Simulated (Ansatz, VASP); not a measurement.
# One calculation of Ti, two programs

File INCAR:

```
  PREC = Accurate
  ENCUT = 520
  EDIFF = 1E-6
  ISMEAR = 0
  SIGMA = 0.15
  LREAL = F
  LASPH = T
  NELM = 80
  ALGO = Normal
  ISIF = 2
  LWAVE = F
  LCHARG = T
  GGA = PE
  LELF = T
  LVHAR = T
  NBANDS = 12
```

KPOINTS

```
regular mesh
0
Gamma
  22 22 22
```

File POSCAR:

```
Ti
1.0
   -1.5675426418      1.5675426418      1.5675426418
    1.5675426418     -1.5675426418      1.5675426418
    1.5675426418      1.5675426418     -1.5675426418
Ti
1
Direct
    0.0000000000      0.0000000000      0.0000000000
```

Input for Ansatz:

```yaml
crystal:
  lattice:
    - [-1.5675426418, 1.5675426418, 1.5675426418]
    - [1.5675426418, -1.5675426418, 1.5675426418]
    - [1.5675426418, 1.5675426418, -1.5675426418]
  atoms:
    - { symbol: Ti, position: [0.0, 0.0, 0.0] }
basis:
  ecutwfc: 520.0
kpoints:
  mp_grid: { grid: [22, 22, 22] }
hamiltonian:
  xc: pbe
  pseudopotentials: { kind: paw, azcp: { folder: soft_1 } }
scf:
  occupations: { method: gaussian, width: 0.15 }
output:
  forces: true
  stress: true
  eigenvalues: true
  write_density: true
  write_potential: true
  elf: true
  volumetric_format: npy
```

Alike in both runs: task single point; functional PBE; k mesh 22 × 22 × 22; occupations gaussian, width 0.15 eV; no spin polarisation.

```csv
,VASP,Ansatz
version,VASP 6.6.1,Ansatz 0.2.0
potentials or method,"VASP PAW PBE potentials, release 64 (Ti_sv), cutoff 520 eV","scalar-relativistic, plane waves, PAW"
valence electrons in the cell,12,12
```

|  | VASP | Ansatz | Ansatz less VASP |
| --- | --- | --- | --- |
| gap on the k mesh at the Fermi level (eV) | none | none | - |
| pressure (GPa) | 14.2 | 14.5 | +0.37 |

A gap of «none» marks a metal or a gap that the smearing closes.
